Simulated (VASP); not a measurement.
# Sn3TeO2 (P4/mmm) in VASP: notebook, part 2 of 2

VASP 6.6.1. The steps go on from the part before.

### Step 4. Single point, PBE

This run uses another cell than the first one, of 22.15 Å³/atom.

INCAR reads:

```
SYSTEM = Sn3TeO2
PREC = Accurate ; ENCUT = 520
EDIFF = 1E-6 ; ISMEAR = 0
SIGMA = 0.1 ; LREAL = .False.
LASPH = .True. ; NELM = 60
ALGO = Normal ; ISIF = 2
LWAVE = .False. ; LCHARG = .True.
GGA = PE ; LELF = .True.
LVHAR = .True. ; NBANDS = 39
```

KPOINTS reads:

```
Automatic mesh
0
Gamma
  12 12 4
  0 0 0
```

POSCAR reads:

```
Sn3TeO2
1.0
    3.1309184677      0.0000000000      0.0000000000
    0.0000000000      3.1309184677      0.0000000000
    0.0000000000      0.0000000000     13.5554038015
Sn Te O
3 1 2
Direct
    0.5000000000      0.5000000000      0.2323792806
    0.5000000000      0.5000000000      0.5000000000
    0.5000000000      0.5000000000      0.7676207194
    0.0000000000      0.0000000000      0.0000000000
    0.0000000000      0.0000000000      0.2998694984
    0.0000000000      0.0000000000      0.7001305016
```

Potentials or basis: VASP PAW PBE potentials, release 64 (Sn_d, Te, O).

Launch:

```
$ cat potpaw_PBE.64/Sn_d/POTCAR potpaw_PBE.64/Te/POTCAR potpaw_PBE.64/O/POTCAR > POTCAR
$ mpirun -np 1 vasp_std > vasp.out
```

OUTCAR:

```text
SYSTEM = Sn3TeO2
   PREC = Accurate
   ENCUT = 520
   EDIFF = 1E-6
   ISMEAR = 0
   LREAL = .False.
   LASPH = .True.
   NELM = 60
   ISIF = 2
   GGA = PE

 ion  position               nearest neighbor table
   1  0.500  0.500  0.232-   5 2.40   5 2.40   5 2.40   5 2.40   2 3.63
   2  0.500  0.500  0.500-   1 3.63   3 3.63
   3  0.500  0.500  0.768-   6 2.40   6 2.40   6 2.40   6 2.40   2 3.63
   4  0.000  0.000  0.000-
   5  0.000  0.000  0.300-   1 2.40   1 2.40   1 2.40   1 2.40
   6  0.000  0.000  0.700-   3 2.40   3 2.40   3 2.40   3 2.40

  LATTYP: Found a simple tetragonal cell.
 ALAT       =     3.1309184677
 C/A-ratio  =     4.3295294788

  Lattice vectors:

 A1 = (   3.1309184677,   0.0000000000,   0.0000000000)
 A2 = (   0.0000000000,   3.1309184677,   0.0000000000)
 A3 = (   0.0000000000,   0.0000000000,  13.5554038015)

Analysis of symmetry for initial positions (statically):
=====================================================================
 Subroutine PRICEL returns:
 Original cell was already a primitive cell.

 Routine SETGRP: Setting up the symmetry group for a
 simple tetragonal supercell.

 Subroutine GETGRP returns: Found 16 space group operations
 (whereof 16 operations were pure point group operations)
 out of a pool of 16 trial point group operations.

The static configuration has the point symmetry D_4h.

Analysis of symmetry for dynamics (positions and initial velocities):
=====================================================================
 Subroutine PRICEL returns:
 Original cell was already a primitive cell.

 Routine SETGRP: Setting up the symmetry group for a
 simple tetragonal supercell.

 Subroutine GETGRP returns: Found 16 space group operations
 (whereof 16 operations were pure point group operations)
 out of a pool of 16 trial point group operations.

The dynamic configuration has the point symmetry D_4h.

 Subroutine INISYM returns: Found 16 space group operations
 (whereof 16 operations are pure point group operations),
 and found     1 'primitive' translations

----------------------------------------------------------------------------------------

                                     Primitive cell

  volume of cell :     132.8789

  direct lattice vectors                    reciprocal lattice vectors
     3.130918468  0.000000000  0.000000000     0.319395095  0.000000000  0.000000000
     0.000000000  3.130918468  0.000000000     0.000000000  0.319395095  0.000000000
     0.000000000  0.000000000 13.555403802     0.000000000  0.000000000  0.073771318

  length of vectors
     3.130918468  3.130918468 13.555403802     0.319395095  0.319395095  0.073771318

  position of ions in fractional coordinates (direct lattice)
     0.500000000  0.500000000  0.232379281
     0.500000000  0.500000000  0.500000000
     0.500000000  0.500000000  0.767620719
     0.000000000  0.000000000  0.000000000
     0.000000000  0.000000000  0.299869498
     0.000000000  0.000000000  0.700130502

  ion indices of the primitive-cell ions
   primitive index   ion index
                 1           1
                 2           2
                 3           3
                 4           4
                 5           5
                 6           6

[... 28 lines left out ...]
  0.000000  0.000000  0.000000      1.000000
  0.083333  0.000000  0.000000      4.000000
  0.166667  0.000000  0.000000      4.000000
  0.250000  0.000000  0.000000      4.000000
  0.333333  0.000000  0.000000      4.000000
  0.416667  0.000000  0.000000      4.000000
[... 16 lines left out ...]
  0.333333  0.333333  0.000000      4.000000
  0.416667  0.333333  0.000000      8.000000
 [... further k-points ...]
   k-points           NKPTS =     84   k-points in BZ     NKDIM =     84   number of bands    NBANDS=     39
   number of dos      NEDOS =    301   number of ions     NIONS =      6
   total plane-waves  NPLWV =  62208
   dimension x,y,z NGX =    24 NGY =   24 NGZ =  108
   dimension x,y,z NGXF=    48 NGYF=   48 NGZF=  216
   ions per type =               3   1   2
   NGX,Y,Z   is equivalent  to a cutoff of  12.74, 12.74, 13.25 a.u.
   NGXF,Y,Z  is equivalent  to a cutoff of  25.49, 25.49, 26.49 a.u.
 SYSTEM =  Sn3TeO2
   PREC   = accura    normal or accurate (medium, high low for compatibility)
   ISTART =      0    job   : 0-new  1-cont  2-samecut
   ICHARG =      2    charge: 1-file 2-atom 10-const
   ISPIN  =      1    spin polarized calculation?
   LNONCOLLINEAR =      F non collinear calculations
   LSORBIT =      F    spin-orbit coupling
   LASPH  =      T    aspherical Exc in radial PAW
   ENCUT  =  520.0 eV  38.22 Ry    6.18 a.u.   5.82  5.82 25.20*2*pi/ulx,y,z
   NELM   =     60;   NELMIN=  2; NELMDL= -5     # of ELM steps
   EDIFF  = 0.1E-05   stopping-criterion for ELM
   LREAL  =      F    real-space projection
   EDIFFG = 0.1E-04   stopping-criterion for IOM
   NSW    =      0    number of steps for IOM
   IBRION =     -1    ionic relax: 0-MD 1-quasi-New 2-CG
   NFREE  =      0    steps in history (QN), initial steepest desc. (CG)
   ISIF   =      2    stress and relaxation
   ISYM   =      2    0-nonsym 1-usesym 2-fastsym
   POTIM  = 0.5000    time-step for ionic-motion
   TEBEG  =    0.0;   TEEND  =   0.0 temperature during run
   PSTRESS=    0.0 pullay stress
   NELECT =      60.0000    total number of electrons
   NUPDOWN=      -1.0000    fix difference up-down
   EMIN   =  10.00;   EMAX   =-10.00  energy-range for DOS
   EFERMI =   0.00;   METHOD = LEGACY
   ISMEAR =     0;   SIGMA  =   0.10  broadening in eV -4-tet -1-fermi 0-gaus
   EFERMI_NEDOS =   21; number of points for ismear=-14 and -15
   IALGO  =     38    algorithm
   IMIX   =      4    mixing-type and parameters
     AMIX     =   0.40;   BMIX     =  1.00
     AMIX_MAG =   1.60;   BMIX_MAG =  1.00
  volume/ion in A,a.u.               =      22.15       149.45
  Fermi-wavevector in a.u.,A,eV,Ry     =   1.255953  2.373406 21.462061  1.577417
  Thomas-Fermi vector in A             =   2.389684
   LORBIT       =      0    0 simple, 1 ext, 2 COOP (PROOUT), +10 PAW based schemes
   GGA     = PE    functional components
   LHFCALC =     F    Hartree Fock is set to
   AEXX    =    0.0000 exact exchange contribution
   IVDW    =     0    specifies the selected vdW correction
   LEPSILON=     F    determine dielectric tensor
   LRPA    =     F    only Hartree local field effects (RPA)
 non-spin polarized calculation
 Gauss-broadening in eV      SIGMA  =   0.10
  energy-cutoff  :      520.00
  volume of cell :      132.88
 maximum number of plane-waves:      3624
 NGX is ok and might be reduce to    24
   NGX = 11   NGY = 11   NGZ = 51

 number of electron      59.9999985 magnetization

 Free energy of the ion-electron system (eV)
  ---------------------------------------------------
  ext. energy  EPLUGINS =         0.00000000
  ---------------------------------------------------
  free energy    TOTEN  =       -27.05456226 eV

  energy without entropy =      -27.04317840  energy(sigma->0) =      -27.04887033

 E-fermi :   6.6602     XC(G=0): -10.0142

 val. band max:        6.6516335883   @ k =   0.3333   0.0000   0.5000
 cond. band min:       6.6617569765   @ k =   0.4167   0.4167   0.5000
 fundamental gap:      0.0101233882
 Fermi energy:         6.6602269509

 k-point     1 :       0.0000    0.0000    0.0000
  band No.  band energies     occupation
      1     -15.1915      2.00000
      2     -15.1588      2.00000
      3     -15.1588      2.00000
      4     -15.0913      2.00000
      5     -15.0787      2.00000
      6     -15.0760      2.00000
[... 997 lines left out ...]
     38      10.4554      0.00000
     39      11.3428      0.00000

 [... further k-points ...]

------------------------ aborting loop because EDIFF is reached ----------------------------------------

  FORCE on cell =-STRESS in cart. coord.  units (eV):
  Direction    XX          YY          ZZ          XY          YZ          ZX
  --------------------------------------------------------------------------------------
  -------------------------------------------------------------------------------------
  Total        0.0383259      0.0383259     -0.0588642      0.0000000      0.0000000      0.0000000
  in kB        0.4621117      0.4621117     -0.7097509      0.0000000      0.0000000      0.0000000
  external PRESSURE =       0.0714908 kB  Pullay stress =       0.0000000 kB

 VOLUME and BASIS-vectors are now :
 -----------------------------------------------------------------------------
  energy-cutoff  :      520.00
  volume of cell :      132.88
      direct lattice vectors                 reciprocal lattice vectors
     3.130918468  0.000000000  0.000000000     0.319395095  0.000000000  0.000000000
     0.000000000  3.130918468  0.000000000     0.000000000  0.319395095  0.000000000
     0.000000000  0.000000000 13.555403802     0.000000000  0.000000000  0.073771318

 POSITION                                       TOTAL-FORCE (eV/Angst)
 -----------------------------------------------------------------------------------
      1.56546      1.56546      3.14999         0.000000     -0.000000     -0.019927
      1.56546      1.56546      6.77770         0.000000      0.000000      0.000000
      1.56546      1.56546     10.40541        -0.000000      0.000000      0.019927
      0.00000      0.00000      0.00000         0.000000      0.000000      0.000000
      0.00000      0.00000      4.06485         0.000000      0.000000      0.019081
      0.00000      0.00000      9.49055         0.000000      0.000000     -0.019081
 -----------------------------------------------------------------------------------
    total drift:                                0.000000     -0.000000      0.000000

  FREE ENERGIE OF THE ION-ELECTRON SYSTEM (eV)
  ---------------------------------------------------
  free  energy   TOTEN  =       -27.0545622578 eV

  energy  without entropy=      -27.0431783955  energy(sigma->0) =      -27.04887033
```

Wall time 5.2 min (1 thread of Intel Xeon Platinum 8488C (Sapphire Rapids), shared host); peak memory 0.49 GiB.

What came out:

* Free energy: -27.0546 eV
* Pressure: 0.0 GPa
* Largest force: 0.020 eV/Å
* Band gap on the k mesh: zero (bands 30 and 31 overlap by 2.61 eV)

Forces in eV/Å, atoms in the order of the input:
```
Sn   0.000  0.000 -0.020
Sn   0.000  0.000  0.000
Sn   0.000  0.000  0.020
Te   0.000  0.000  0.000
O    0.000  0.000  0.019
O    0.000  0.000 -0.019
```

Caveat: spin-orbit coupling is left out, which moves the levels of the heavy elements.
